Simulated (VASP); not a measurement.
# Ta (Im-3m) in VASP: a series of runs, part 2 of 2

VASP 6.6.1. The steps go on from the part before.

**3. Relaxation of cell and atoms, PBEsol**

This run uses another cell than the first one, of 18.01 Å³/atom.

The input, INCAR:

```
  PREC = Accurate
  ENCUT = 600
  EDIFF = 1E-7
  ISMEAR = 1
  SIGMA = 0.05
  LREAL = F
  LASPH = T
  NELM = 60
  ALGO = Normal
  ISIF = 3
  LWAVE = F
  LCHARG = F
  GGA = PS
  IBRION = 2
  NSW = 60
  EDIFFG = -0.03
```

The input, KPOINTS:

```
Automatic mesh
0
Gamma
  18 18 18
```

The input, POSCAR:

```
Ta
1.0
   -1.6512800000      1.6512800000      1.6512800000
    1.6512800000     -1.6512800000      1.6512800000
    1.6512800000      1.6512800000     -1.6512800000
Ta
1
Direct
    0.0000000000      0.0000000000      0.0000000000
```

Potentials or basis: VASP PAW PBE potentials, release 64 (Ta_pv).

Run with:

```bash
> cat potpaw_PBE.64/Ta_pv/POTCAR > POTCAR
> mpirun -np 1 vasp_std > vasp.out
```

OUTCAR:

```text
PREC = Accurate
   ENCUT = 600
   EDIFF = 1E-7
   ISMEAR = 1
   LREAL = F
   LASPH = T
   NELM = 60
   ISIF = 3
   GGA = PS
   IBRION = 2
   NSW = 60
   EDIFFG = -0.03

 ion  position               nearest neighbor table
   1  0.000  0.000  0.000-

  LATTYP: Found a body centered cubic cell.
 ALAT       =     3.3025600000

  Lattice vectors:

 A1 = (  -1.6512800000,   1.6512800000,   1.6512800000)
 A2 = (   1.6512800000,  -1.6512800000,   1.6512800000)
 A3 = (   1.6512800000,   1.6512800000,  -1.6512800000)

Analysis of symmetry for initial positions (statically):
=====================================================================
 Subroutine PRICEL returns:
 Original cell was already a primitive cell.

 Routine SETGRP: Setting up the symmetry group for a
 body centered cubic supercell.

 Subroutine GETGRP returns: Found 48 space group operations
 (whereof 48 operations were pure point group operations)
 out of a pool of 48 trial point group operations.

The static configuration has the point symmetry O_h .

Analysis of symmetry for dynamics (positions and initial velocities):
=====================================================================
 Subroutine PRICEL returns:
 Original cell was already a primitive cell.

 Routine SETGRP: Setting up the symmetry group for a
 body centered cubic supercell.

 Subroutine GETGRP returns: Found 48 space group operations
 (whereof 48 operations were pure point group operations)
 out of a pool of 48 trial point group operations.

The dynamic configuration has the point symmetry O_h .

 Subroutine INISYM returns: Found 48 space group operations
 (whereof 48 operations are pure point group operations),
 and found     1 'primitive' translations

----------------------------------------------------------------------------------------

                                     Primitive cell

  volume of cell :      18.0104

  direct lattice vectors                    reciprocal lattice vectors
    -1.651280000  1.651280000  1.651280000     0.000000000  0.302795407  0.302795407
     1.651280000 -1.651280000  1.651280000     0.302795407  0.000000000  0.302795407
     1.651280000  1.651280000 -1.651280000     0.302795407  0.302795407  0.000000000

  length of vectors
     2.860100858  2.860100858  2.860100858     0.428217371  0.428217371  0.428217371

  position of ions in fractional coordinates (direct lattice)
     0.000000000  0.000000000  0.000000000

  ion indices of the primitive-cell ions
   primitive index   ion index
                 1           1

----------------------------------------------------------------------------------------

 KPOINTS: Automatic mesh

Automatic generation of k-mesh.
 Grid dimensions read from file:
 generate k-points for:   18   18   18

 Generating k-lattice:

  Cartesian coordinates                     Fractional coordinates (reciprocal lattice)
     0.000000000  0.016821967  0.016821967     0.055555556  0.000000000  0.000000000
     0.016821967  0.000000000  0.016821967     0.000000000  0.055555556  0.000000000
     0.016821967  0.016821967  0.000000000     0.000000000  0.000000000  0.055555556
[... 44 lines left out ...]
   ions per type =               1
   NGX,Y,Z   is equivalent  to a cutoff of  13.95, 13.95, 13.95 a.u.
   NGXF,Y,Z  is equivalent  to a cutoff of  27.90, 27.90, 27.90 a.u.
 SYSTEM =  unknown system
   PREC   = accura    normal or accurate (medium, high low for compatibility)
   ISTART =      0    job   : 0-new  1-cont  2-samecut
   ICHARG =      2    charge: 1-file 2-atom 10-const
   ISPIN  =      1    spin polarized calculation?
   LNONCOLLINEAR =      F non collinear calculations
   LSORBIT =      F    spin-orbit coupling
   LASPH  =      T    aspherical Exc in radial PAW
   ENCUT  =  600.0 eV  44.10 Ry    6.64 a.u.   5.71  5.71  5.71*2*pi/ulx,y,z
   NELM   =     60;   NELMIN=  2; NELMDL= -5     # of ELM steps
   EDIFF  = 0.1E-06   stopping-criterion for ELM
   LREAL  =      F    real-space projection
   EDIFFG = -.3E-01   stopping-criterion for IOM
   NSW    =     60    number of steps for IOM
   IBRION =      2    ionic relax: 0-MD 1-quasi-New 2-CG
   NFREE  =      1    steps in history (QN), initial steepest desc. (CG)
   ISIF   =      3    stress and relaxation
   ISYM   =      2    0-nonsym 1-usesym 2-fastsym
   POTIM  = 0.5000    time-step for ionic-motion
   TEBEG  =    0.0;   TEEND  =   0.0 temperature during run
   PSTRESS=    0.0 pullay stress
   NELECT =      11.0000    total number of electrons
   NUPDOWN=      -1.0000    fix difference up-down
   EMIN   =  10.00;   EMAX   =-10.00  energy-range for DOS
   EFERMI =   0.00;   METHOD = LEGACY
   ISMEAR =     1;   SIGMA  =   0.05  broadening in eV -4-tet -1-fermi 0-gaus
   EFERMI_NEDOS =   21; number of points for ismear=-14 and -15
   IALGO  =     38    algorithm
   IMIX   =      4    mixing-type and parameters
     AMIX     =   0.40;   BMIX     =  1.00
     AMIX_MAG =   1.60;   BMIX_MAG =  1.00
  volume/ion in A,a.u.               =      18.01       121.54
  Fermi-wavevector in a.u.,A,eV,Ry     =   1.388988  2.624806 26.249534  1.929286
  Thomas-Fermi vector in A             =   2.513061
   LORBIT       =      0    0 simple, 1 ext, 2 COOP (PROOUT), +10 PAW based schemes
   GGA     = PS    functional components
   LHFCALC =     F    Hartree Fock is set to
   AEXX    =    0.0000 exact exchange contribution
   IVDW    =     0    specifies the selected vdW correction
   LEPSILON=     F    determine dielectric tensor
   LRPA    =     F    only Hartree local field effects (RPA)
 conjugate gradient relaxation of ions
 non-spin polarized calculation
 Methfessel and Paxton  Order N= 1 SIGMA  =   0.05
  energy-cutoff  :      600.00
  volume of cell :       18.01
 maximum number of plane-waves:       619
   NGX = 11   NGY = 11   NGZ = 11

--------------------------------------- Ionic step        1  -------------------------------------------

 number of electron      11.0000002 magnetization

 Free energy of the ion-electron system (eV)
  ---------------------------------------------------
  ext. energy  EPLUGINS =         0.00000000
  ---------------------------------------------------
  free energy    TOTEN  =       -12.54840029 eV

  energy without entropy =      -12.54834942  energy(sigma->0) =      -12.54838334

------------------------ aborting loop because EDIFF is reached ----------------------------------------

  FORCE on cell =-STRESS in cart. coord.  units (eV):
  Direction    XX          YY          ZZ          XY          YZ          ZX
  --------------------------------------------------------------------------------------
  -------------------------------------------------------------------------------------
  Total       -0.4283178     -0.4283178     -0.4283178     -0.0000000     -0.0000000      0.0000000
  in kB      -38.1025947    -38.1025947    -38.1025947     -0.0000000     -0.0000000      0.0000000
  external PRESSURE =     -38.1025947 kB  Pullay stress =       0.0000000 kB
[... 57 lines left out ...]
--------------------------------------- Ionic step        3  -------------------------------------------

 number of electron      11.0000002 magnetization

 Free energy of the ion-electron system (eV)
  ---------------------------------------------------
  ext. energy  EPLUGINS =         0.00000000
  ---------------------------------------------------
  free energy    TOTEN  =       -12.55248082 eV

  energy without entropy =      -12.55229569  energy(sigma->0) =      -12.55241911

 E-fermi :   5.4954     XC(G=0): -12.8258

 val. band max:        5.4887233708   @ k =   0.3333   0.1667   0.1111
 cond. band min:       5.4954870892   @ k =   0.2222   0.0000   0.0000
 fundamental gap:      0.0067637185
 Fermi energy:         5.4954329308

 k-point     1 :       0.0000    0.0000    0.0000
  band No.  band energies     occupation
      1     -27.4706      2.00000
      2     -27.4706      2.00000
      3     -27.4706      2.00000
      4      -2.5271      2.00000
      5       6.1964     -0.00000
      6       6.1964     -0.00000
      7       6.1964     -0.00000
      8       9.5345      0.00000
      9       9.5345      0.00000
[... 265 lines left out ...]
 k-point    24 :       0.3889    0.1111    0.0000
  band No.  band energies     occupation
      1     -28.6499      2.00000
      2     -27.9101      2.00000
      3     -27.5344      2.00000
      4       1.4082      2.00000
      5       3.9930      2.00000
      6       6.2005     -0.00000
      7       9.2915      0.00000
      8      10.6246      0.00000
      9      13.5705      0.00000

 [... further k-points ...]

------------------------ aborting loop because EDIFF is reached ----------------------------------------

  FORCE on cell =-STRESS in cart. coord.  units (eV):
  Direction    XX          YY          ZZ          XY          YZ          ZX
  --------------------------------------------------------------------------------------
  -------------------------------------------------------------------------------------
  Total        0.0010086      0.0010086      0.0010086     -0.0000000      0.0000000      0.0000000
  in kB        0.0914489      0.0914489      0.0914489     -0.0000000      0.0000000      0.0000000
  external PRESSURE =       0.0914489 kB  Pullay stress =       0.0000000 kB
[... 16 lines left out ...]
  FREE ENERGIE OF THE ION-ELECTRON SYSTEM (eV)
  ---------------------------------------------------
  free  energy   TOTEN  =       -12.5524808200 eV

  energy  without entropy=      -12.5522956924  energy(sigma->0) =      -12.55241911

 reached required accuracy - stopping structural energy minimisation
```

OSZICAR:

```text
N       E                     dE             d eps       ncg     rms          rms(c)
DAV:   1     0.503524359977E+02    0.50352E+02   -0.70382E+03  3518   0.130E+03
DAV:   2    -0.123406885055E+02   -0.62693E+02   -0.61855E+02  4449   0.265E+02
DAV:   3    -0.130568066422E+02   -0.71612E+00   -0.69697E+00  4048   0.283E+01
[... 20 lines left out ...]
DAV:   2    -0.125739352022E+02    0.96999E-01   -0.13359E-01  3582   0.465E+00    0.109E+00
DAV:   3    -0.125521153171E+02    0.21820E-01   -0.72116E-02  3629   0.330E+00    0.399E-01
DAV:   4    -0.125524962754E+02   -0.38096E-03   -0.84343E-04  4096   0.323E-01    0.447E-02
DAV:   5    -0.125524805241E+02    0.15751E-04   -0.11535E-04  3728   0.134E-01    0.239E-02
DAV:   6    -0.125524808276E+02   -0.30342E-06   -0.86869E-07  3969   0.127E-02    0.212E-03
DAV:   7    -0.125524808200E+02    0.75997E-08   -0.13658E-08  2302   0.139E-03
   3 F= -.12552481E+02 E0= -.12552419E+02  d E =-.408053E-02
```

CONTCAR:

```text
Ta
   1.00000000000000
    -1.6408498536129084    1.6408498536129084    1.6408498536129084
     1.6408498536129084   -1.6408498536129084    1.6408498536129084
     1.6408498536129084    1.6408498536129084   -1.6408498536129084
  Ta
     1
Direct
     0.0000000000000000    0.0000000000000000    0.0000000000000000

  0.00000000E+00  0.00000000E+00  0.00000000E+00
```

It took 33 s on 1 thread of AMD EPYC 9R45 (Zen 5), shared host; peak memory 0.15 GiB.

What came out:

```
Free energy                           : -12.5525 eV
Relaxed volume                        : 17.67 Å³/atom
Relaxed cell                          : a = 2.842 Å, b = 2.842 Å, c = 2.842 Å, α = 109.47°, β = 109.47°, γ = 109.47°
Space group after relaxing (to 0.1 Å) : Im-3m (No. 229)
Energy gained by relaxing             : 4.1 meV/atom
Ionic steps                           : 3
Pressure after relaxing               : 0.0 GPa
Band gap on the k mesh                : zero (an odd number of electrons rules out a gap without spin polarisation)
```

The path:
```tsv
step	energy change (eV)	largest force (eV/Å)	pressure (GPa)	volume (Å³)
1	0.0000	0.0000	-3.81	18.01
2	0.0180	0.0000	9.85	16.92
3	-0.0041	0.0000	0.01	17.67
```

Final structure:
```yaml
crystal:
  lattice:
    - [-1.64085, 1.64085, 1.64085]
    - [1.64085, -1.64085, 1.64085]
    - [1.64085, 1.64085, -1.64085]
  atoms:
    - { symbol: Ta, position: [0.00000, 0.00000, 0.00000] }
```

Caveat: the PAW data sets were made with another functional, which shifts forces and pressure a little; spin-orbit coupling is left out, which moves the levels of the heavy elements.
